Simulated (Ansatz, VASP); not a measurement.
## One calculation of CaO, two programs

```xyz
2
Lattice="0.0000 2.4535 2.4535 2.4535 0.0000 2.4535 2.4535 2.4535 0.0000" Properties=species:S:1:pos:R:3 pbc="T T T"
Ca    0.0000    0.0000    0.0000
O     2.4535    2.4535    2.4535
```

Alike in both runs: task single point; functional PBE; dispersion D3(BJ); k mesh 6 × 6 × 6; occupations gaussian, width 0.1 eV; no spin polarisation.

|  | VASP | Ansatz |
| --- | --- | --- |
| version | VASP 6.6.1 | Ansatz 0.2.0 |
| potentials or method | VASP PAW PBE potentials, release 64 (Ca_sv, O), cutoff 600 eV | scalar-relativistic, plane waves, PAW |
| valence electrons in the cell | 16 | 16 |

```tsv
	VASP	Ansatz	Ansatz less VASP
gap on the k mesh at the Fermi level (eV)	3.64	3.66	+0.016
least direct gap on the mesh (eV)	4.03	4.04	+0.016
pressure (GPa)	-7.0	-7.3	-0.34
```
